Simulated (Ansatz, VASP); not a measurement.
## One calculation of TiO2, two programs

```xyz
12
Lattice="4.5453 0.0000 0.0000 0.0000 5.5196 0.0000 0.0000 0.0000 4.9092" Properties=species:S:1:pos:R:3 pbc="T T T"
Ti    0.0000    0.9548    3.6819
Ti    2.2727    1.8050    1.2273
Ti    0.0000    4.5648    1.2273
Ti    2.2727    3.7147    3.6819
O     1.2338    2.1070    4.5098
O     3.5065    0.6528    0.3994
O     1.0388    0.6528    2.0552
O     3.3115    2.1070    2.8540
O     1.2338    3.4126    2.0552
O     3.5065    4.8668    2.8540
O     1.0388    4.8668    4.5098
O     3.3115    3.4126    0.3994
```

Alike in both runs: functional PBEsol; k mesh 6 × 5 × 6; occupations fermi-dirac, width 0.05 eV; no spin polarisation; Hubbard terms Ti d U = 3.0 eV.

```csv
,VASP,Ansatz
version,VASP 6.6.1,Ansatz 0.2.0
potentials or method,"VASP PAW PBE potentials, release 64 (Ti_sv, O)",Ansatz PAW
plane-wave cutoff (eV),520,420
valence electrons in the cell,96,96
task,single point,band structure
```

VASP gave:

```
gap on the k mesh at the Fermi level (eV)                     : 2.91
least direct gap on the mesh (eV)                             : 2.99
pressure (GPa)                                                : 3.6
traceless stress, the component that is largest in VASP (GPa) : -1.02
rms of the force components (eV/Å)                            : 0.183
```

What did Ansatz give for the same quantities?

gap on the k mesh at the Fermi level (eV): 2.88; least direct gap on the mesh (eV): 2.97; pressure (GPa): -0.4; traceless stress, the component that is largest in VASP (GPa): -0.48; rms of the force components (eV/Å): 0.072.

VASP's potentials were made for PBE, not for PBEsol. The programs project onto different local orbitals, so the same U acts differently, and such runs can settle in different states. Atom by atom the forces differ by 0.116 eV/Å (rms over components).
